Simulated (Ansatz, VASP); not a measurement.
## One calculation of MgCd3Te2, two programs

```
Mg Cd Te
1.0
     3.14178    1.81391    4.30794
    -3.14178    1.81391    4.30794
     0.00000   -3.62781    4.30794
Mg Cd Te
1 3 2
Direct
  0.00000 0.00000 0.00000
  0.00000 0.50000 0.00000
  0.50000 0.00000 0.00000
  0.00000 0.00000 0.50000
  0.63385 0.63385 0.63385
  0.36615 0.36615 0.36615
```

Change from the starting cell: species swapped into the Ce2FeRu3 type (R-3m, No. 166).

Alike in both runs: task single point; functional PBE; k mesh 3 × 3 × 3; occupations gaussian, width 0.1 eV; no spin polarisation.

|  | VASP | Ansatz |
| --- | --- | --- |
| version | VASP 6.6.1 | Ansatz 0.2.0 |
| potentials or method | VASP PAW PBE potentials, release 64 (Mg, Cd, Te), cutoff 520 eV | scalar-relativistic, plane waves, PAW |
| valence electrons in the cell | 50 | 102 |

|  | VASP | Ansatz | Ansatz less VASP |
| --- | --- | --- | --- |
| gap on the k mesh at the Fermi level (eV) | none | none | - |
| pressure (GPa) | 3.8 | 3.7 | -0.11 |
| traceless stress, the component that is largest in VASP (GPa) | 2.79 | 2.75 | -0.042 |
| rms of the force components (eV/Å) | 0.004 | 0.003 | -0.0002 |

Atom by atom the forces differ by 0.007 eV/Å (rms over components). A gap of «none» marks a metal or a gap that the smearing closes. VASP's potentials hold 50 valence electrons a cell and Ansatz's 102, so a difference there can come from the potentials and not from the codes.

The k mesh is coarse, so the values compare programs but aren't converged. Neither program's run includes spin-orbit coupling.
